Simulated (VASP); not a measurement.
# AlCu3 (Pm-3m) in VASP: further runs

Runs on AlCu3. Level: PBEsol. Tasks: single point.

Program: VASP 6.6.1. These are calculated values, not measurements. Logs are shortened: lines on timing, memory, paths and dates and some standing lists are left out, and cuts for length are marked.

## 1. The cell of the first run

Symmetry: Pm-3m, No. 221, cubic system. The conventional cell has a = 3.632 Å, b = 3.632 Å, c = 3.632 Å, α = 90.00°, β = 90.00°, γ = 90.00°. Within 3.4 Å of Al (site symmetry m-3m) lie 12 Cu at 2.57 Å. Cu (site symmetry 4/mmm) has 4 Al at 2.57 Å and 8 Cu at 2.57 Å within 3.4 Å.

## 2. Single point, PBEsol

Contents of INCAR:

```
SYSTEM = AlCu3
PREC = Accurate
ENCUT = 520
EDIFF = 1E-6
ISMEAR = 0
SIGMA = 0.1
LREAL = .False.
LASPH = .True.
NELM = 100
ALGO = Fast
ISIF = 2
LWAVE = .False.
LCHARG = .False.
GGA = PS
NBANDS = 26
```

Contents of KPOINTS:

```
Automatic mesh
0
Gamma
  14 14 14
  0 0 0
```

Contents of POSCAR:

```
AlCu3
1.0
    3.6318704122      0.0000000000      0.0000000000
    0.0000000000      3.6318704122      0.0000000000
    0.0000000000      0.0000000000      3.6318704122
Al Cu
1 3
Direct
    0.0000000000      0.0000000000      0.0000000000
    0.5000000000      0.5000000000      0.0000000000
    0.5000000000      0.0000000000      0.5000000000
    0.0000000000      0.5000000000      0.5000000000
```

Potentials or basis: VASP PAW PBE potentials, release 64 (Al, Cu).

Started as:

```
> cat potpaw_PBE.64/Al/POTCAR potpaw_PBE.64/Cu/POTCAR > POTCAR
> mpirun -np 1 vasp_std > vasp.out
```

OUTCAR:

```text
SYSTEM = AlCu3
   PREC = Accurate
   ENCUT = 520
   EDIFF = 1E-6
   ISMEAR = 0
   LREAL = .False.
   LASPH = .True.
   NELM = 100
   ISIF = 2
   GGA = PS

 ion  position               nearest neighbor table
   1  0.000  0.000  0.000-   2 2.57   3 2.57   4 2.57   3 2.57   4 2.57   2 2.57   4 2.57   4 2.57
                             2 2.57   3 2.57   3 2.57   2 2.57
   2  0.500  0.500  0.000-   1 2.57   3 2.57   4 2.57   3 2.57   4 2.57   1 2.57   3 2.57   3 2.57
                             1 2.57   4 2.57   4 2.57   1 2.57
   3  0.500  0.000  0.500-   1 2.57   2 2.57   4 2.57   1 2.57   2 2.57   2 2.57   4 2.57   2 2.57
                             1 2.57   4 2.57   1 2.57   4 2.57
   4  0.000  0.500  0.500-   1 2.57   2 2.57   3 2.57   1 2.57   2 2.57   1 2.57   3 2.57   1 2.57
                             2 2.57   3 2.57   2 2.57   3 2.57

  LATTYP: Found a simple cubic cell.
 ALAT       =     3.6318704122

  Lattice vectors:

 A1 = (   3.6318704122,   0.0000000000,   0.0000000000)
 A2 = (   0.0000000000,   3.6318704122,   0.0000000000)
 A3 = (   0.0000000000,   0.0000000000,   3.6318704122)

Analysis of symmetry for initial positions (statically):
=====================================================================
 Subroutine PRICEL returns:
 Original cell was already a primitive cell.

 Routine SETGRP: Setting up the symmetry group for a
 simple cubic supercell.

 Subroutine GETGRP returns: Found 48 space group operations
 (whereof 48 operations were pure point group operations)
 out of a pool of 48 trial point group operations.

The static configuration has the point symmetry O_h .

Analysis of symmetry for dynamics (positions and initial velocities):
=====================================================================
 Subroutine PRICEL returns:
 Original cell was already a primitive cell.

 Routine SETGRP: Setting up the symmetry group for a
 simple cubic supercell.

 Subroutine GETGRP returns: Found 48 space group operations
 (whereof 48 operations were pure point group operations)
 out of a pool of 48 trial point group operations.

The dynamic configuration has the point symmetry O_h .

 Subroutine INISYM returns: Found 48 space group operations
 (whereof 48 operations are pure point group operations),
 and found     1 'primitive' translations

----------------------------------------------------------------------------------------

                                     Primitive cell

  volume of cell :      47.9061

  direct lattice vectors                    reciprocal lattice vectors
[... 88 lines left out ...]
   LASPH  =      T    aspherical Exc in radial PAW
   ENCUT  =  520.0 eV  38.22 Ry    6.18 a.u.   6.75  6.75  6.75*2*pi/ulx,y,z
   NELM   =    100;   NELMIN=  2; NELMDL= -5     # of ELM steps
   EDIFF  = 0.1E-05   stopping-criterion for ELM
   LREAL  =      F    real-space projection
   EDIFFG = 0.1E-04   stopping-criterion for IOM
   NSW    =      0    number of steps for IOM
   IBRION =     -1    ionic relax: 0-MD 1-quasi-New 2-CG
   NFREE  =      0    steps in history (QN), initial steepest desc. (CG)
   ISIF   =      2    stress and relaxation
   ISYM   =      2    0-nonsym 1-usesym 2-fastsym
   POTIM  = 0.5000    time-step for ionic-motion
   TEBEG  =    0.0;   TEEND  =   0.0 temperature during run
   PSTRESS=    0.0 pullay stress
   NELECT =      36.0000    total number of electrons
   NUPDOWN=      -1.0000    fix difference up-down
   EMIN   =  10.00;   EMAX   =-10.00  energy-range for DOS
   EFERMI =   0.00;   METHOD = LEGACY
   ISMEAR =     0;   SIGMA  =   0.10  broadening in eV -4-tet -1-fermi 0-gaus
   EFERMI_NEDOS =   21; number of points for ismear=-14 and -15
   IALGO  =     68    algorithm
   IMIX   =      4    mixing-type and parameters
     AMIX     =   0.40;   BMIX     =  1.00
     AMIX_MAG =   1.60;   BMIX_MAG =  1.00
  volume/ion in A,a.u.               =      11.98        80.82
  Fermi-wavevector in a.u.,A,eV,Ry     =   1.488374  2.812618 30.140391  2.215256
  Thomas-Fermi vector in A             =   2.601416
   LORBIT       =      0    0 simple, 1 ext, 2 COOP (PROOUT), +10 PAW based schemes
   GGA     = PS    functional components
   LHFCALC =     F    Hartree Fock is set to
   AEXX    =    0.0000 exact exchange contribution
   IVDW    =     0    specifies the selected vdW correction
   LEPSILON=     F    determine dielectric tensor
   LRPA    =     F    only Hartree local field effects (RPA)
 non-spin polarized calculation
 RMM-DIIS sequential band-by-band and
 Gauss-broadening in eV      SIGMA  =   0.10
  energy-cutoff  :      520.00
  volume of cell :       47.91
 maximum number of plane-waves:      1328
 NGX is ok and might be reduce to    28
   NGX = 13   NGY = 13   NGZ = 13

 number of electron      35.9999975 magnetization

 Free energy of the ion-electron system (eV)
  ---------------------------------------------------
  ext. energy  EPLUGINS =         0.00000000
  ---------------------------------------------------
  free energy    TOTEN  =       -17.77587180 eV

  energy without entropy =      -17.76937178  energy(sigma->0) =      -17.77262179

 E-fermi :   8.6289     XC(G=0): -12.5016

 val. band max:        8.6248898823   @ k =   0.0714   0.0714   0.0000
 cond. band min:       8.6450727747   @ k =   0.5000   0.2857   0.0714
 fundamental gap:      0.0201828925
 Fermi energy:         8.6288708856

 k-point     1 :       0.0000    0.0000    0.0000
  band No.  band energies     occupation
      1      -2.0957      2.00000
      2       3.1924      2.00000
      3       3.7652      2.00000
      4       3.7652      2.00000
      5       4.0369      2.00000
      6       4.0369      2.00000
[... 685 lines left out ...]
     25      18.0665      0.00000
     26      19.3992      0.00000

 [... further k-points ...]
[... 5 lines left out ...]
  --------------------------------------------------------------------------------------
  -------------------------------------------------------------------------------------
  Total        0.1036391      0.1036391      0.1036391     -0.0000000      0.0000000      0.0000000
  in kB        3.4661181      3.4661181      3.4661181     -0.0000000      0.0000000      0.0000000
  external PRESSURE =       3.4661181 kB  Pullay stress =       0.0000000 kB

 VOLUME and BASIS-vectors are now :
 -----------------------------------------------------------------------------
  energy-cutoff  :      520.00
  volume of cell :       47.91
      direct lattice vectors                 reciprocal lattice vectors
     3.631870412  0.000000000  0.000000000     0.275340220  0.000000000  0.000000000
     0.000000000  3.631870412  0.000000000     0.000000000  0.275340220  0.000000000
     0.000000000  0.000000000  3.631870412     0.000000000  0.000000000  0.275340220

 POSITION                                       TOTAL-FORCE (eV/Angst)
 -----------------------------------------------------------------------------------
      0.00000      0.00000      0.00000         0.000000      0.000000      0.000000
      1.81594      1.81594      0.00000         0.000000      0.000000      0.000000
      1.81594      0.00000      1.81594         0.000000      0.000000      0.000000
      0.00000      1.81594      1.81594         0.000000      0.000000      0.000000
 -----------------------------------------------------------------------------------
    total drift:                                0.000000      0.000000      0.000000

  FREE ENERGIE OF THE ION-ELECTRON SYSTEM (eV)
  ---------------------------------------------------
  free  energy   TOTEN  =       -17.7758718010 eV

  energy  without entropy=      -17.7693717806  energy(sigma->0) =      -17.77262179
```

stdout:

```text
POSCAR found type information on POSCAR AlCu
 POSCAR found :  2 types and       4 ions
 scaLAPACK will be used
 -----------------------------------------------------------------------------
|                                                                             |
|                                                                             |
|     You enforced a specific xc type in the INCAR file but a different       |
|     I HOPE YOU KNOW WHAT YOU ARE DOING!                                     |
|                                                                             |
 -----------------------------------------------------------------------------

 LDA part: xc-table for (Slater+PW92), standard interpolation
 POSCAR, INCAR and KPOINTS ok, starting setup
 FFT: planning ... GRIDC
 FFT: planning ... GRID_SOFT
 FFT: planning ... GRID
 WAVECAR not read
 entering main loop
```

Wall time 68 s (1 thread of Intel Xeon 6975P-C (Granite Rapids), shared host); peak memory 0.24 GiB.

What came out:

```
Free energy            : -17.7759 eV
Pressure               : 0.3 GPa
Band gap on the k mesh : zero (band 18 reaches 12.44 eV, above the bottom of band 19 at 6.80 eV)
```

Caveat: the PAW data sets were made with another functional, which shifts forces and pressure a little.

## 3. Single point, PBEsol

Contents of INCAR:

```
SYSTEM = AlCu3
PREC = Accurate ; ENCUT = 520
EDIFF = 1E-7 ; ISMEAR = 0
SIGMA = 0.1 ; LREAL = .False.
LASPH = .True. ; NELM = 100
ALGO = Normal ; ISIF = 2
LWAVE = .False. ; LCHARG = .False.
GGA = PS ; NBANDS = 26
```

Contents of KPOINTS:

```
Automatic mesh
0
Gamma
  12 12 12
  0 0 0
```

POSCAR is that of step 2.

Potentials or basis: VASP PAW PBE potentials, release 64 (Al, Cu).

Started as:

```
> cat potpaw_PBE.64/Al/POTCAR potpaw_PBE.64/Cu/POTCAR > POTCAR
> mpirun -np 1 vasp_std > vasp.out
```

Run time: 45 s. Hardware: 1 thread of Intel Xeon 6975P-C (Granite Rapids), shared host; peak memory 0.21 GiB.

Results (log left out):

```yaml
Free_energy: -17.7799 eV
Pressure: 0.6 GPa
Band_gap_on_the_k_mesh: zero (band 18 reaches 12.44 eV, above the bottom of band 19 at 6.89 eV)
```

Levels at points of the mesh, in eV from the Fermi level:
```
           k point  band 15  band 16  band 17  band 18  band 19  band 20  band 21  band 22
(0.00, 0.00, 0.00)    -2.05    -2.05    -0.28    -0.28    -0.28     4.42     4.42     5.14
(0.50, 0.00, 0.00)    -2.88    -2.48    -2.05     3.82     3.82     3.92     3.92     4.80
(0.50, 0.50, 0.00)    -2.87    -2.75    -2.35    -1.20    -1.20     6.40     6.46     6.46
(0.50, 0.50, 0.50)    -2.96    -2.22    -2.22    -2.22    -1.45     1.36     1.79     1.79
```

Caveat: the PAW data sets were made with another functional, which shifts forces and pressure a little.

## 4. Single point, PBEsol

INCAR is that of step 3.

KPOINTS is that of step 3.

Contents of POSCAR:

```
AlCu3
1.0
    3.6318704096      0.0000000000      0.0000000000
    0.0000000000      3.6318704096      0.0000000000
    0.0000000000      0.0000000000      3.6318704096
Al Cu
1 3
Direct
    0.0000000000      0.0000000000      0.0000000000
    0.5000000000      0.5000000000      0.0000000000
    0.5000000000      0.0000000000      0.5000000000
    0.0000000000      0.5000000000      0.5000000000
```

Started as:

```
> cat potpaw_PBE.64/Al/POTCAR potpaw_PBE.64/Cu/POTCAR > POTCAR
> mpirun -np 1 vasp_std > vasp.out
```

Run time: 83 s. Hardware: 1 thread of Intel Xeon Platinum 8124M at 3.00GHz (Skylake/Cascade Lake), shared host; peak memory 0.21 GiB.

The run converged. Its results:

| Item | Value |
| --- | --- |
| Free energy | -17.7799 eV |
| Pressure | 0.6 GPa |
| Band gap on the k mesh | zero (band 18 reaches 12.44 eV, above the bottom of band 19 at 6.89 eV) |

Levels at points of the mesh, in eV from the Fermi level:
| k point | band 14 | band 15 | band 16 | band 17 | band 18 | band 19 | band 20 | band 21 | band 22 | band 23 |
| --- | --- | --- | --- | --- | --- | --- | --- | --- | --- | --- |
| (0.00, 0.00, 0.00) | -2.05 | -2.05 | -2.05 | -0.28 | -0.28 | -0.28 | 4.42 | 4.42 | 5.14 | 10.57 |
| (0.50, 0.00, 0.00) | -2.96 | -2.88 | -2.48 | -2.05 | 3.82 | 3.82 | 3.92 | 3.92 | 4.80 | 5.96 |
| (0.50, 0.50, 0.00) | -2.89 | -2.87 | -2.75 | -2.35 | -1.20 | -1.20 | 6.40 | 6.46 | 6.46 | 7.03 |
| (0.50, 0.50, 0.50) | -2.96 | -2.96 | -2.22 | -2.22 | -2.22 | -1.45 | 1.36 | 1.79 | 1.79 | 1.79 |

Caveat: the PAW data sets were made with another functional, which shifts forces and pressure a little.

## 5. Single point, PBEsol

Contents of INCAR:

```
  PREC = Accurate
  ENCUT = 520
  EDIFF = 1E-6
  ISMEAR = 0
  SIGMA = 0.15
  LREAL = False
  LASPH = True
  NELM = 100
  ALGO = Fast
  ISIF = 2
  LWAVE = False
  LCHARG = False
  GGA = PS
  NBANDS = 26
```

Contents of KPOINTS:

```
Automatic mesh
0
Gamma
  14 14 14
```

Contents of POSCAR:

```
AlCu3
1.0
    3.6318704092      0.0000000000      0.0000000000
    0.0000000000      3.6318704092      0.0000000000
    0.0000000000      0.0000000000      3.6318704092
Al Cu
1 3
Direct
    0.0000000000      0.0000000000      0.0000000000
    0.5000000000      0.5000000000      0.0000000000
    0.5000000000      0.0000000000      0.5000000000
    0.0000000000      0.5000000000      0.5000000000
```

Potentials or basis: VASP PAW PBE potentials, release 64 (Al, Cu).

Started as:

```
> cat potpaw_PBE.64/Al/POTCAR potpaw_PBE.64/Cu/POTCAR > POTCAR
> mpirun -np 1 vasp_std > vasp.out
```

OUTCAR:

```text
PREC = Accurate
   ENCUT = 520
   EDIFF = 1E-6
   ISMEAR = 0
   LREAL = False
   LASPH = True
   NELM = 100
   ISIF = 2
   GGA = PS

 ion  position               nearest neighbor table
   1  0.000  0.000  0.000-   2 2.57   3 2.57   4 2.57   3 2.57   4 2.57   2 2.57   4 2.57   4 2.57
                             2 2.57   3 2.57   3 2.57   2 2.57
   2  0.500  0.500  0.000-   1 2.57   3 2.57   4 2.57   3 2.57   4 2.57   1 2.57   3 2.57   3 2.57
                             1 2.57   4 2.57   4 2.57   1 2.57
   3  0.500  0.000  0.500-   1 2.57   2 2.57   4 2.57   1 2.57   2 2.57   2 2.57   4 2.57   2 2.57
                             1 2.57   4 2.57   1 2.57   4 2.57
   4  0.000  0.500  0.500-   1 2.57   2 2.57   3 2.57   1 2.57   2 2.57   1 2.57   3 2.57   1 2.57
                             2 2.57   3 2.57   2 2.57   3 2.57

  LATTYP: Found a simple cubic cell.
 ALAT       =     3.6318704092

  Lattice vectors:

 A1 = (   3.6318704092,   0.0000000000,   0.0000000000)
 A2 = (   0.0000000000,   3.6318704092,   0.0000000000)
 A3 = (   0.0000000000,   0.0000000000,   3.6318704092)

Analysis of symmetry for initial positions (statically):
=====================================================================
[... 174 lines left out ...]
  free energy    TOTEN  =       -17.77980378 eV

  energy without entropy =      -17.76588390  energy(sigma->0) =      -17.77284384

 E-fermi :   8.6380     XC(G=0): -12.5017

 val. band max:        8.6248856706   @ k =   0.0714   0.0714   0.0000
 cond. band min:       8.6449415482   @ k =   0.5000   0.2857   0.0714
 fundamental gap:      0.0200558775
 Fermi energy:         8.6380356815

 k-point     1 :       0.0000    0.0000    0.0000
  band No.  band energies     occupation
      1      -2.0957      2.00000
      2       3.1922      2.00000
      3       3.7650      2.00000
      4       3.7650      2.00000
      5       4.0366      2.00000
      6       4.0366      2.00000
[... 685 lines left out ...]
     25      18.0665      0.00000
     26      19.3992      0.00000

 [... further k-points ...]
[... 5 lines left out ...]
  --------------------------------------------------------------------------------------
  -------------------------------------------------------------------------------------
  Total        0.0796946      0.0796946      0.0796946     -0.0000000     -0.0000000      0.0000000
  in kB        2.6653146      2.6653146      2.6653146     -0.0000000     -0.0000000      0.0000000
  external PRESSURE =       2.6653146 kB  Pullay stress =       0.0000000 kB

 VOLUME and BASIS-vectors are now :
 -----------------------------------------------------------------------------
  energy-cutoff  :      520.00
  volume of cell :       47.91
      direct lattice vectors                 reciprocal lattice vectors
     3.631870409  0.000000000  0.000000000     0.275340221  0.000000000  0.000000000
     0.000000000  3.631870409  0.000000000     0.000000000  0.275340221  0.000000000
     0.000000000  0.000000000  3.631870409     0.000000000  0.000000000  0.275340221

 POSITION                                       TOTAL-FORCE (eV/Angst)
 -----------------------------------------------------------------------------------
      0.00000      0.00000      0.00000         0.000000      0.000000      0.000000
      1.81594      1.81594      0.00000         0.000000      0.000000      0.000000
      1.81594      0.00000      1.81594         0.000000      0.000000      0.000000
      0.00000      1.81594      1.81594         0.000000      0.000000      0.000000
 -----------------------------------------------------------------------------------
    total drift:                                0.000000      0.000000      0.000000

  FREE ENERGIE OF THE ION-ELECTRON SYSTEM (eV)
  ---------------------------------------------------
  free  energy   TOTEN  =       -17.7798037783 eV

  energy  without entropy=      -17.7658839033  energy(sigma->0) =      -17.77284384
```

stdout:

```text
POSCAR found type information on POSCAR AlCu
 POSCAR found :  2 types and       4 ions
 scaLAPACK will be used
 -----------------------------------------------------------------------------
|                                                                             |
|                                                                             |
|     You enforced a specific xc type in the INCAR file but a different       |
|     I HOPE YOU KNOW WHAT YOU ARE DOING!                                     |
|                                                                             |
 -----------------------------------------------------------------------------

 LDA part: xc-table for (Slater+PW92), standard interpolation
 POSCAR, INCAR and KPOINTS ok, starting setup
 FFT: planning ... GRIDC
 FFT: planning ... GRID_SOFT
 FFT: planning ... GRID
 WAVECAR not read
 entering main loop
```

Wall time 83 s (1 thread of Intel Xeon Platinum 8488C (Sapphire Rapids), shared host); peak memory 0.24 GiB.

Results:

- Free energy: -17.7798 eV
- Pressure: 0.3 GPa
- Band gap on the k mesh: zero (band 18 reaches 12.44 eV, above the bottom of band 19 at 6.80 eV)

Caveat: the PAW data sets were made with another functional, which shifts forces and pressure a little.

## 6. Single point, PBEsol

Contents of INCAR:

```
SYSTEM = AlCu3
PREC = Accurate ; ENCUT = 520
EDIFF = 1E-7 ; ISMEAR = 0
SIGMA = 0.1 ; LREAL = .False.
LASPH = .True. ; NELM = 100
ALGO = Normal ; ISIF = 2
LWAVE = .False. ; LCHARG = .False.
GGA = PS ; NBANDS = 26
```

Contents of KPOINTS:

```
Automatic mesh
0
Gamma
  12 12 12
  0 0 0
```

POSCAR is that of step 5.

Potentials or basis: VASP PAW PBE potentials, release 64 (Al, Cu).

Started as:

```
> cat potpaw_PBE.64/Al/POTCAR potpaw_PBE.64/Cu/POTCAR > POTCAR
> mpirun -np 1 vasp_std > vasp.out
```

Run time: 55 s. Hardware: 1 thread of Intel Xeon Platinum 8488C (Sapphire Rapids), shared host; peak memory 0.21 GiB.

Results (log left out):

- Free energy: -17.7799 eV
- Pressure: 0.6 GPa
- Band gap on the k mesh: zero (band 18 reaches 12.44 eV, above the bottom of band 19 at 6.89 eV)

Levels at points of the mesh, in eV from the Fermi level:
```csv
k point,band 16,band 17,band 18,band 19,band 20,band 21
"(0.00, 0.00, 0.00)",-2.05,-0.28,-0.28,-0.28,4.42,4.42
"(0.50, 0.00, 0.00)",-2.48,-2.05,3.82,3.82,3.92,3.92
"(0.50, 0.50, 0.00)",-2.75,-2.35,-1.20,-1.20,6.40,6.46
"(0.50, 0.50, 0.50)",-2.22,-2.22,-2.22,-1.45,1.36,1.79
```

Caveat: the PAW data sets were made with another functional, which shifts forces and pressure a little.

## 7. The runs side by side

| k mesh | smearing | gap on the mesh (eV) | pressure (GPa) |
| --- | --- | --- | --- |
| 14 × 14 × 14 | gaussian 0.1 eV | none | 0.3 |
| 12 × 12 × 12 | gaussian 0.1 eV | none | 0.6 |
| 14 × 14 × 14 | gaussian 0.15 eV | none | 0.3 |

Alike in all rows: task single point; level PBEsol; potentials or basis VASP PAW PBE potentials, release 64 (Al, Cu); no spin polarisation; cell a = 3.632 Å, 4 atoms; cutoff (eV) 520.

Every run on the cell as given and a fine mesh finds a metal.

Caveats: the PAW data sets were made with another functional, which shifts forces and pressure a little.

Absolute energies hang on the potentials; compare differences alone.
